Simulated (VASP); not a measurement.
# WSe4 in VASP: a series of runs, part 2 of 2

VASP 6.6.1.

## 3. Single point, PBEsol

This run uses another cell than the first one, of 70.35 Å³/atom, 0.844 times its volume.

File INCAR:

```
SYSTEM = WSe4
PREC = Accurate
ENCUT = 520
EDIFF = 1E-6
ISMEAR = 0
SIGMA = 0.05
LREAL = .FALSE.
LASPH = .TRUE.
NELM = 60
ALGO = Normal
ISIF = 2
LWAVE = .FALSE.
LCHARG = .TRUE.
GGA = PS
LELF = .TRUE.
LVHAR = .TRUE.
NBANDS = 27
```

File KPOINTS:

```
regular mesh
0
G
  9 9 1
  0 0 0
```

File POSCAR:

```
WSe4
1.0
    3.2702526709      0.0000000000      0.0000000000
   -1.6351263355      2.8321218898      0.0000000000
    0.0000000000      0.0000000000     37.9768856250
Se W
4 1
Direct
    0.3333333333      0.6666666667      0.1053272256
    0.3333333333      0.6666666667      0.4559528372
    0.3333333333      0.6666666667      0.5440471628
    0.3333333333      0.6666666667      0.8946727744
    0.0000000000      0.0000000000      0.5000000000
```

Potentials or basis: VASP PAW PBE potentials, release 64 (Se, W_sv).

On the command line:

```bash
$ cat potpaw_PBE.64/Se/POTCAR potpaw_PBE.64/W_sv/POTCAR > POTCAR
$ mpirun -np 1 vasp_std > vasp.out
```

OUTCAR:

```text
SYSTEM = WSe4
   PREC = Accurate
   ENCUT = 520
   EDIFF = 1E-6
   ISMEAR = 0
   LREAL = .FALSE.
   LASPH = .TRUE.
   NELM = 60
   ISIF = 2
   GGA = PS

 ion  position               nearest neighbor table
   1  0.333  0.667  0.105-
   2  0.333  0.667  0.456-   5 2.52   5 2.52   5 2.52
   3  0.333  0.667  0.544-   5 2.52   5 2.52   5 2.52
   4  0.333  0.667  0.895-
   5  0.000  0.000  0.500-   2 2.52   3 2.52   2 2.52   3 2.52   2 2.52   3 2.52

  LATTYP: Found a hexagonal cell.
 ALAT       =     3.2702526709
 C/A-ratio  =    11.6128291746

  Lattice vectors:

 A1 = (   3.2702526709,   0.0000000000,   0.0000000000)
 A2 = (  -1.6351263355,   2.8321218898,   0.0000000000)
 A3 = (   0.0000000000,   0.0000000000,  37.9768856250)

Analysis of symmetry for initial positions (statically):
=====================================================================
 Subroutine PRICEL returns:
 Original cell was already a primitive cell.

 Routine SETGRP: Setting up the symmetry group for a
 hexagonal supercell.

 Subroutine GETGRP returns: Found 12 space group operations
 (whereof 12 operations were pure point group operations)
 out of a pool of 24 trial point group operations.

The static configuration has the point symmetry D_3h.

Analysis of symmetry for dynamics (positions and initial velocities):
=====================================================================
 Subroutine PRICEL returns:
 Original cell was already a primitive cell.

 Routine SETGRP: Setting up the symmetry group for a
 hexagonal supercell.

 Subroutine GETGRP returns: Found 12 space group operations
 (whereof 12 operations were pure point group operations)
 out of a pool of 24 trial point group operations.

The dynamic configuration has the point symmetry D_3h.

 Subroutine INISYM returns: Found 12 space group operations
 (whereof 12 operations are pure point group operations),
 and found     1 'primitive' translations

----------------------------------------------------------------------------------------

                                     Primitive cell

  volume of cell :     351.7326

  direct lattice vectors                    reciprocal lattice vectors
     3.270252671  0.000000000  0.000000000     0.305786770  0.176546074  0.000000000
    -1.635126336  2.832121890  0.000000000     0.000000000  0.353092147  0.000000000
     0.000000000  0.000000000 37.976885625     0.000000000  0.000000000  0.026331806

  length of vectors
     3.270252671  3.270252671 37.976885625     0.353092147  0.353092147  0.026331806

  position of ions in fractional coordinates (direct lattice)
     0.333333333  0.666666667  0.105327226
     0.333333333  0.666666667  0.455952837
     0.333333333  0.666666667  0.544047163
     0.333333333  0.666666667  0.894672774
     0.000000000  0.000000000  0.500000000

  ion indices of the primitive-cell ions
   primitive index   ion index
                 1           1
                 2           2
                 3           3
                 4           4
                 5           5

[... 24 lines left out ...]
 Found     12 irreducible k-points:

 Following reciprocal coordinates:
            Coordinates               Weight
  0.000000  0.000000  0.000000      1.000000
  0.111111  0.000000  0.000000      6.000000
  0.222222  0.000000  0.000000      6.000000
  0.333333  0.000000  0.000000      6.000000
  0.444444  0.000000  0.000000      6.000000
  0.111111  0.111111  0.000000      6.000000
  0.222222  0.111111  0.000000     12.000000
  0.333333  0.111111  0.000000     12.000000
  0.444444  0.111111  0.000000      6.000000
  0.222222  0.222222  0.000000      6.000000
  0.333333  0.222222  0.000000     12.000000
  0.333333  0.333333  0.000000      2.000000
   k-points           NKPTS =     12   k-points in BZ     NKDIM =     12   number of bands    NBANDS=     27
   number of dos      NEDOS =    301   number of ions     NIONS =      5
   total plane-waves  NPLWV = 165888
   dimension x,y,z NGX =    24 NGY =   24 NGZ =  288
   dimension x,y,z NGXF=    48 NGYF=   48 NGZF=  576
   ions per type =               4   1
   NGX,Y,Z   is equivalent  to a cutoff of  12.20, 12.20, 12.61 a.u.
   NGXF,Y,Z  is equivalent  to a cutoff of  24.40, 24.40, 25.21 a.u.
 SYSTEM =  WSe4
   PREC   = accura    normal or accurate (medium, high low for compatibility)
   ISTART =      0    job   : 0-new  1-cont  2-samecut
   ICHARG =      2    charge: 1-file 2-atom 10-const
   ISPIN  =      1    spin polarized calculation?
   LNONCOLLINEAR =      F non collinear calculations
   LSORBIT =      F    spin-orbit coupling
   LASPH  =      T    aspherical Exc in radial PAW
   ENCUT  =  520.0 eV  38.22 Ry    6.18 a.u.   6.08  6.08 70.61*2*pi/ulx,y,z
   NELM   =     60;   NELMIN=  2; NELMDL= -5     # of ELM steps
   EDIFF  = 0.1E-05   stopping-criterion for ELM
   LREAL  =      F    real-space projection
   EDIFFG = 0.1E-04   stopping-criterion for IOM
   NSW    =      0    number of steps for IOM
   IBRION =     -1    ionic relax: 0-MD 1-quasi-New 2-CG
   NFREE  =      0    steps in history (QN), initial steepest desc. (CG)
   ISIF   =      2    stress and relaxation
   ISYM   =      2    0-nonsym 1-usesym 2-fastsym
   POTIM  = 0.5000    time-step for ionic-motion
   TEBEG  =    0.0;   TEEND  =   0.0 temperature during run
   PSTRESS=    0.0 pullay stress
   NELECT =      38.0000    total number of electrons
   NUPDOWN=      -1.0000    fix difference up-down
   EMIN   =  10.00;   EMAX   =-10.00  energy-range for DOS
   EFERMI =   0.00;   METHOD = LEGACY
   ISMEAR =     0;   SIGMA  =   0.05  broadening in eV -4-tet -1-fermi 0-gaus
   EFERMI_NEDOS =   21; number of points for ismear=-14 and -15
   IALGO  =     38    algorithm
   IMIX   =      4    mixing-type and parameters
     AMIX     =   0.40;   BMIX     =  1.00
     AMIX_MAG =   1.60;   BMIX_MAG =  1.00
  volume/ion in A,a.u.               =      70.35       474.72
  Fermi-wavevector in a.u.,A,eV,Ry     =   0.779708  1.473434  8.271582  0.607944
  Thomas-Fermi vector in A             =   1.882868
   LORBIT       =      0    0 simple, 1 ext, 2 COOP (PROOUT), +10 PAW based schemes
   GGA     = PS    functional components
   LHFCALC =     F    Hartree Fock is set to
   AEXX    =    0.0000 exact exchange contribution
   IVDW    =     0    specifies the selected vdW correction
   LEPSILON=     F    determine dielectric tensor
   LRPA    =     F    only Hartree local field effects (RPA)
 non-spin polarized calculation
 Gauss-broadening in eV      SIGMA  =   0.05
  energy-cutoff  :      520.00
  volume of cell :      351.73
 maximum number of plane-waves:      9570
   NGX = 13   NGY = 13   NGZ =141

 number of electron      37.9999995 magnetization

 Free energy of the ion-electron system (eV)
  ---------------------------------------------------
  ext. energy  EPLUGINS =         0.00000000
  ---------------------------------------------------
  free energy    TOTEN  =       -28.16230222 eV

  energy without entropy =      -28.14849472  energy(sigma->0) =      -28.15539847

 E-fermi :  -2.6949     XC(G=0):  -4.1426

 val. band max:       -2.7178162214   @ k =   0.3333   0.3333   0.0000
 cond. band min:      -2.6662963445   @ k =   0.3333   0.2222   0.0000
 fundamental gap:      0.0515198769
 Fermi energy:        -2.6949285857

 k-point     1 :       0.0000    0.0000    0.0000
  band No.  band energies     occupation
      1     -76.6644      2.00000
      2     -40.9261      2.00000
      3     -40.7816      2.00000
      4     -40.7816      2.00000
      5     -17.6119      2.00000
      6     -16.3078      2.00000
[... 349 lines left out ...]
     26       3.1157      0.00000
     27       3.8359      0.00000

------------------------ aborting loop because EDIFF is reached ----------------------------------------

  FORCE on cell =-STRESS in cart. coord.  units (eV):
  Direction    XX          YY          ZZ          XY          YZ          ZX
  --------------------------------------------------------------------------------------
  -------------------------------------------------------------------------------------
  Total       -6.5970885     -6.5970885      0.2153083      0.0000000      0.0000000      0.0000000
  in kB      -30.0504026    -30.0504026      0.9807510      0.0000000      0.0000000      0.0000000
  external PRESSURE =     -19.7066848 kB  Pullay stress =       0.0000000 kB

 VOLUME and BASIS-vectors are now :
 -----------------------------------------------------------------------------
  energy-cutoff  :      520.00
  volume of cell :      351.73
      direct lattice vectors                 reciprocal lattice vectors
     3.270252671  0.000000000  0.000000000     0.305786770  0.176546074  0.000000000
    -1.635126336  2.832121890  0.000000000     0.000000000  0.353092147  0.000000000
     0.000000000  0.000000000 37.976885625     0.000000000  0.000000000  0.026331806

 POSITION                                       TOTAL-FORCE (eV/Angst)
 -----------------------------------------------------------------------------------
     -0.00000      1.88808      4.00000        -0.000000     -0.000000      0.000229
     -0.00000      1.88808     17.31567         0.000000     -0.000000     -0.072191
     -0.00000      1.88808     20.66122         0.000000     -0.000000      0.072191
     -0.00000      1.88808     33.97689        -0.000000      0.000000     -0.000229
      0.00000      0.00000     18.98844        -0.000000      0.000000      0.000000
 -----------------------------------------------------------------------------------
    total drift:                                0.000001     -0.000000     -0.000000

  FREE ENERGIE OF THE ION-ELECTRON SYSTEM (eV)
  ---------------------------------------------------
  free  energy   TOTEN  =       -28.1623022207 eV

  energy  without entropy=      -28.1484947206  energy(sigma->0) =      -28.15539847
```

OSZICAR:

```text
N       E                     dE             d eps       ncg     rms          rms(c)
DAV:   1     0.268900546873E+03    0.26890E+03   -0.16815E+04   768   0.108E+03
DAV:   2     0.215178834550E+00   -0.26869E+03   -0.26091E+03   872   0.220E+02
DAV:   3    -0.287082456872E+02   -0.28923E+02   -0.28595E+02   857   0.722E+01
[... 17 lines left out ...]
DAV:  21    -0.281622912983E+02   -0.11850E-04   -0.49132E-07   593   0.251E-03    0.646E-03
DAV:  22    -0.281622989631E+02   -0.76649E-05   -0.52694E-07   545   0.226E-03    0.256E-03
DAV:  23    -0.281623004674E+02   -0.15042E-05   -0.32003E-08   444   0.691E-04    0.178E-03
DAV:  24    -0.281623016929E+02   -0.12256E-05   -0.28269E-08   455   0.664E-04    0.399E-04
DAV:  25    -0.281623022207E+02   -0.52777E-06   -0.11255E-08   408   0.271E-04
   1 F= -.28162302E+02 E0= -.28155398E+02  d E =-.138075E-01
```

stdout:

```text
POSCAR found type information on POSCAR SeW
 POSCAR found :  2 types and       5 ions
 scaLAPACK will be used
 -----------------------------------------------------------------------------
|                                                                             |
|                                                                             |
|     You enforced a specific xc type in the INCAR file but a different       |
|     I HOPE YOU KNOW WHAT YOU ARE DOING!                                     |
|                                                                             |
 -----------------------------------------------------------------------------

 LDA part: xc-table for (Slater+PW92), standard interpolation
 POSCAR, INCAR and KPOINTS ok, starting setup
 FFT: planning ... GRIDC
 FFT: planning ... GRID_SOFT
 FFT: planning ... GRID
 WAVECAR not read
 entering main loop
```

It took 2.2 min on 1 thread of Intel Xeon Platinum 8488C (Sapphire Rapids), shared host; peak memory 0.45 GiB.

Results:

| Item | Value |
| --- | --- |
| Free energy | -28.1623 eV |
| Largest force | 0.072 eV/Å |
| Band gap on the k mesh | zero (band 19 reaches -0.48 eV, above the bottom of band 20 at -3.06 eV) |

Forces on the atoms (eV/Å):
```
Se   0.000  0.000  0.000
Se   0.000  0.000 -0.072
Se   0.000  0.000  0.072
Se   0.000  0.000  0.000
W    0.000  0.000  0.000
```

Levels at points of the mesh, in eV from the Fermi level:
| k point | band 15 | band 16 | band 17 | band 18 | band 19 | band 20 | band 21 | band 22 | band 23 | band 24 |
| --- | --- | --- | --- | --- | --- | --- | --- | --- | --- | --- |
| (0.00, 0.00, 0.00) | -1.19 | -1.19 | -0.42 | 2.22 | 2.22 | 2.22 | 2.22 | 3.05 | 3.05 | 3.24 |

Caveat: the PAW data sets were made with another functional, which shifts forces and pressure a little; spin-orbit coupling is left out, which moves the levels of the heavy elements.
